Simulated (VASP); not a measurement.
# Br (Fd-3m) in VASP: further runs

Runs on Br. Level: PBE. Tasks: single point, relaxation of cell and atoms.

All numbers are computed with VASP 6.6.1; they aren't measurements. Logs are shortened: lines on timing, memory, paths and dates and some standing lists are left out, and cuts for length are marked.

**1. The cell of the first run**

Symmetry: Fd-3m, No. 227, cubic system. The conventional cell has a = 7.001 Å, b = 7.001 Å, c = 7.001 Å, α = 90.00°, β = 90.00°, γ = 90.00°. Within 4.0 Å of Br (site symmetry -43m) lie 4 Br at 3.03 Å.

**2. Single point, PBE**

Input file INCAR:

```
SYSTEM = Br
ALGO     = Normal         ! electronic algorithm
EDIFF    = 1E-6           ! SCF threshold, eV
ENCUT    = 520            ! plane-wave cutoff, eV
GGA      = PE             ! functional
ISIF     = 2              ! what is computed and relaxed
ISMEAR   = -1             ! smearing method
LASPH    = .TRUE.         ! aspherical terms in the spheres
LCHARG   = .FALSE.        ! write CHGCAR
LREAL    = .FALSE.        ! projectors in reciprocal space
LWAVE    = .FALSE.        ! write WAVECAR
NBANDS   = 14             ! bands
NELM     = 100            ! most SCF steps
PREC     = Accurate       ! precision mode
SIGMA    = 0.05           ! smearing width, eV
```

Input file KPOINTS:

```
k-points
0
G
  14 14 14
  0 0 0
```

Input file POSCAR:

```
Br
1.0
    0.0000000000      3.5007489382      3.5007489382
    3.5007489382      0.0000000000      3.5007489382
    3.5007489382      3.5007489382      0.0000000000
Br
2
Direct
    0.0000000000      0.0000000000      0.0000000000
    0.2500000000      0.2500000000      0.2500000000
```

Potentials or basis: VASP PAW PBE potentials, release 64 (Br).

On the command line:

```bash
$ cat potpaw_PBE.64/Br/POTCAR > POTCAR
$ mpirun -np 1 vasp_std > vasp.out
```

OUTCAR:

```text
SYSTEM = Br
   EDIFF = 1E-6
   ENCUT = 520
   GGA = PE
   ISIF = 2
   ISMEAR = -1
   LASPH = .TRUE.
   LREAL = .FALSE.
   NELM = 100
   PREC = Accurate

 ion  position               nearest neighbor table
   1  0.000  0.000  0.000-
   2  0.250  0.250  0.250-

  LATTYP: Found a face centered cubic cell.
 ALAT       =     7.0014978764

  Lattice vectors:

 A1 = (   0.0000000000,   3.5007489382,   3.5007489382)
 A2 = (   3.5007489382,   0.0000000000,   3.5007489382)
 A3 = (   3.5007489382,   3.5007489382,   0.0000000000)

Analysis of symmetry for initial positions (statically):
=====================================================================
 Subroutine PRICEL returns:
 Original cell was already a primitive cell.

 Routine SETGRP: Setting up the symmetry group for a
 face centered cubic supercell.

 Subroutine GETGRP returns: Found 48 space group operations
 (whereof 24 operations were pure point group operations)
 out of a pool of 48 trial point group operations.

The static configuration has the point symmetry T_d .
 The point group associated with its full space group is O_h .

Analysis of symmetry for dynamics (positions and initial velocities):
=====================================================================
 Subroutine PRICEL returns:
 Original cell was already a primitive cell.

 Routine SETGRP: Setting up the symmetry group for a
 face centered cubic supercell.

 Subroutine GETGRP returns: Found 48 space group operations
 (whereof 24 operations were pure point group operations)
 out of a pool of 48 trial point group operations.

The dynamic configuration has the point symmetry T_d .
 The point group associated with its full space group is O_h .

 Subroutine INISYM returns: Found 48 space group operations
 (whereof 24 operations are pure point group operations),
 and found     1 'primitive' translations

----------------------------------------------------------------------------------------

                                     Primitive cell

  volume of cell :      85.8051

  direct lattice vectors                    reciprocal lattice vectors
     0.000000000  3.500748938  3.500748938    -0.142826580  0.142826580  0.142826580
     3.500748938  0.000000000  3.500748938     0.142826580 -0.142826580  0.142826580
     3.500748938  3.500748938  0.000000000     0.142826580  0.142826580 -0.142826580

  length of vectors
     4.950806627  4.950806627  4.950806627     0.247382894  0.247382894  0.247382894

  position of ions in fractional coordinates (direct lattice)
     0.000000000  0.000000000  0.000000000
     0.250000000  0.250000000  0.250000000

  ion indices of the primitive-cell ions
   primitive index   ion index
[... 88 lines left out ...]
   EFERMI =   0.00;   METHOD = LEGACY
   ISMEAR =    -1;   SIGMA  =   0.05  broadening in eV -4-tet -1-fermi 0-gaus
   EFERMI_NEDOS =   21; number of points for ismear=-14 and -15
   IALGO  =     38    algorithm
   IMIX   =      4    mixing-type and parameters
     AMIX     =   0.40;   BMIX     =  1.00
     AMIX_MAG =   1.60;   BMIX_MAG =  1.00
  volume/ion in A,a.u.               =      42.90       289.52
  Fermi-wavevector in a.u.,A,eV,Ry     =   0.894568  1.690488 10.888081  0.800251
  Thomas-Fermi vector in A             =   2.016789
   LORBIT       =      0    0 simple, 1 ext, 2 COOP (PROOUT), +10 PAW based schemes
   GGA     = PE    functional components
   LHFCALC =     F    Hartree Fock is set to
   AEXX    =    0.0000 exact exchange contribution
   IVDW    =     0    specifies the selected vdW correction
   LEPSILON=     F    determine dielectric tensor
   LRPA    =     F    only Hartree local field effects (RPA)
 non-spin polarized calculation
  energy-cutoff  :      520.00
  volume of cell :       85.81
 maximum number of plane-waves:      2332
 NGX is ok and might be reduce to    40
   NGX = 19   NGY = 19   NGZ = 19

 number of electron      13.9999997 magnetization

 Free energy of the ion-electron system (eV)
  ---------------------------------------------------
  ext. energy  EPLUGINS =         0.00000000
  ---------------------------------------------------
  free energy    TOTEN  =        -2.02590819 eV

  energy without entropy =       -1.98393258  energy(sigma->0) =       -2.00492038

 E-fermi :  -1.3114     XC(G=0):  -6.7847

 val. band max:       -1.3157218095   @ k =  -0.2143   0.3571   0.1429
 cond. band min:      -1.3091757880   @ k =  -0.2857   0.3571   0.0714
 fundamental gap:      0.0065460215
 Fermi energy:        -1.3113540507

 k-point     1 :       0.0000    0.0000    0.0000
  band No.  band energies     occupation
      1     -16.3321      2.00000
      2     -14.3651      2.00000
      3      -3.9833      2.00000
      4      -3.9833      2.00000
      5      -3.9833      2.00000
      6      -2.1672      2.00000
      7      -2.1672      2.00000
      8      -2.1672      2.00000
      9       3.9206      0.00000
     10       7.8083      0.00000
     11       7.8083      0.00000
     12       9.1981      0.00000
     13       9.1981      0.00000
     14       9.1981      0.00000
[... 377 lines left out ...]
      1     -16.1124      2.00000
      2     -14.6624      2.00000
      3      -4.4166      2.00000
      4      -4.3540      2.00000
      5      -3.8285      2.00000
      6      -2.3307      2.00000
      7      -1.6481      1.99762
      8      -1.6100      1.99492
      9       5.1704      0.00000
     10       6.4677      0.00000
     11       8.0252      0.00000
     12       9.0819      0.00000
     13       9.5744      0.00000
     14      10.1889      0.00000

 [... further k-points ...]

------------------------ aborting loop because EDIFF is reached ----------------------------------------

  FORCE on cell =-STRESS in cart. coord.  units (eV):
  Direction    XX          YY          ZZ          XY          YZ          ZX
  --------------------------------------------------------------------------------------
  -------------------------------------------------------------------------------------
  Total        0.0156324      0.0156324      0.0156324     -0.0000000      0.0000000      0.0000000
  in kB        0.2918919      0.2918919      0.2918919     -0.0000000      0.0000000      0.0000000
  external PRESSURE =       0.2918919 kB  Pullay stress =       0.0000000 kB

 VOLUME and BASIS-vectors are now :
 -----------------------------------------------------------------------------
  energy-cutoff  :      520.00
  volume of cell :       85.81
      direct lattice vectors                 reciprocal lattice vectors
     0.000000000  3.500748938  3.500748938    -0.142826580  0.142826580  0.142826580
     3.500748938  0.000000000  3.500748938     0.142826580 -0.142826580  0.142826580
     3.500748938  3.500748938  0.000000000     0.142826580  0.142826580 -0.142826580

 POSITION                                       TOTAL-FORCE (eV/Angst)
 -----------------------------------------------------------------------------------
      0.00000      0.00000      0.00000        -0.000000     -0.000000     -0.000000
      1.75037      1.75037      1.75037         0.000000      0.000000      0.000000
 -----------------------------------------------------------------------------------
    total drift:                               -0.000000     -0.000000      0.000000

  FREE ENERGIE OF THE ION-ELECTRON SYSTEM (eV)
  ---------------------------------------------------
  free  energy   TOTEN  =        -2.0259081854 eV

  energy  without entropy=       -1.9839325842  energy(sigma->0) =       -2.00492038
```

It took 60 s on 1 thread of Intel Xeon Platinum 8559C (Emerald Rapids), shared host; peak memory 0.28 GiB.

Results:

```
Free energy            : -2.0259 eV
Pressure               : 0.0 GPa
Band gap on the k mesh : zero (bands 7 and 8 overlap by 1.20 eV)
```

**3. Relaxation of cell and atoms, PBE**

This run uses another cell than the first one, of 17.31 Å³/atom.

Input file INCAR:

```
PREC = Accurate
ENCUT = 600
EDIFF = 1E-6
ISMEAR = -1
SIGMA = 0.05
LREAL = False
LASPH = True
NELM = 100
ALGO = Normal
ISIF = 3
LWAVE = False
LCHARG = False
GGA = PE
IBRION = 2
NSW = 100
EDIFFG = -0.005
```

Input file KPOINTS:

```
Automatic mesh
0
Gamma
  14 14 14
```

Input file POSCAR:

```
Br
1.0
    0.0000000000      2.5869375520      2.5869375520
    2.5869375520      0.0000000000      2.5869375520
    2.5869375520      2.5869375520      0.0000000000
Br
2
Direct
    0.0000000000      0.0000000000      0.0000000000
    0.2500000000      0.2500000000      0.2500000000
```

Potentials or basis: VASP PAW PBE potentials, release 64 (Br).

On the command line:

```bash
$ cat potpaw_PBE.64/Br/POTCAR > POTCAR
$ mpirun -np 1 vasp_std > vasp.out
```

Wall time 1.8 min (1 thread of Intel Xeon Platinum 8559C (Emerald Rapids), shared host); peak memory 0.19 GiB.

Results (log left out):

| Property | Result |
| --- | --- |
| Free energy | -2.0156 eV |
| Relaxed volume | 42.88 Å³/atom |
| Relaxed cell | a = 4.950 Å, b = 4.950 Å, c = 4.950 Å, α = 60.00°, β = 60.00°, γ = 60.00° |
| Space group after relaxing (to 0.1 Å) | Fd-3m (No. 227) |
| Energy gained by relaxing | 3734.8 meV/atom |
| Ionic steps | 7 |
| Pressure after relaxing | 0.0 GPa |
| Band gap on the k mesh | zero (bands 7 and 8 overlap by 1.20 eV) |

The path:
| step | energy change (eV) | largest force (eV/Å) | pressure (GPa) | volume (Å³) |
| --- | --- | --- | --- | --- |
| 1 | 0.0000 | 0.0000 | 100.72 | 34.62 |
| 2 | -7.1149 | 0.0000 | -2.10 | 122.81 |
| 3 | -7.4197 | 0.0000 | 2.08 | 77.28 |
| 4 | -7.4450 | 0.0000 | -0.99 | 93.12 |
| 5 | -7.4688 | 0.0000 | -0.22 | 87.13 |
| 6 | -7.4697 | 0.0000 | 0.02 | 85.76 |
| 7 | -7.4697 | 0.0000 | 0.01 | 85.76 |

Final structure:
```cif
data_structure
_symmetry_space_group_name_H-M 'P 1'
_symmetry_Int_Tables_number 1
_cell_length_a 4.9498
_cell_length_b 4.9498
_cell_length_c 4.9498
_cell_angle_alpha 60.000
_cell_angle_beta 60.000
_cell_angle_gamma 60.000
_cell_volume 85.76
loop_
_atom_site_label
_atom_site_type_symbol
_atom_site_fract_x
_atom_site_fract_y
_atom_site_fract_z
_atom_site_occupancy
Br1 Br 0.00000 0.00000 0.00000 1
Br2 Br 0.25000 0.25000 0.25000 1
```

Levels at points of the mesh, in eV from the Fermi level:
| k point | band 5 | band 6 | band 7 | band 8 | band 9 | band 10 |
| --- | --- | --- | --- | --- | --- | --- |
| (0.00, 0.00, 0.00) | -2.67 | -0.86 | -0.86 | -0.86 | 5.23 | 9.12 |
| (0.50, 0.00, 0.00) | -3.05 | -0.32 | -0.32 | -0.18 | 7.63 | 7.82 |
| (0.50, 0.50, 0.00) | -1.82 | -1.82 | 0.35 | 0.35 | 7.15 | 7.15 |

Caveat: the volume moved by over 15 % at a fixed basis, so the end points are rough.
